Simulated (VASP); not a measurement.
Input of a VASP 6.6.1 run:

INCAR

```
PREC = Accurate
ENCUT = 600
EDIFF = 1E-6
ISMEAR = 0
SIGMA = 0.1
LREAL = False
LASPH = True
NELM = 60
ALGO = Normal
ISIF = 3
LWAVE = False
LCHARG = False
GGA = PE
IVDW = 12
IBRION = 2
NSW = 70
EDIFFG = -0.005
```

Contents of KPOINTS:

```
regular mesh
0
Gamma
  18 18 18
```

File POSCAR:

```
Pt
1.0
    0.0000000000      1.9850569795      1.9850569795
    1.9850569795      0.0000000000      1.9850569795
    1.9850569795      1.9850569795      0.0000000000
Pt
1
Direct
    0.0000000000      0.0000000000      0.0000000000
```

Potentials or basis: VASP PAW PBE potentials, release 64 (Pt).

Launch:

```console
$ cat potpaw_PBE.64/Pt/POTCAR > POTCAR
$ mpirun -np 1 vasp_std > vasp.out
```

Q: What does it give for the space group after relaxing (to 0.05 Å)?

A: Fm-3m (No. 225).

Q: What does it give for the relaxed cell?

A: a = 2.777 Å, b = 2.777 Å, c = 2.777 Å, α = 60.00°, β = 60.00°, γ = 60.00°.

Q: What does it give for the dispersion energy per atom?

A: -0.776 eV.

Q: What does it give for the relaxed volume?

A: 15.14 Å³/atom.

Final structure:
```
Pt
1.0
     0.00000    1.96331    1.96331
     1.96331    0.00000    1.96331
     1.96331    1.96331    0.00000
Pt
1
Direct
  0.00000 0.00000 0.00000
```

Caveat: pairwise dispersion overbinds metals, which lowers pressure and volume.
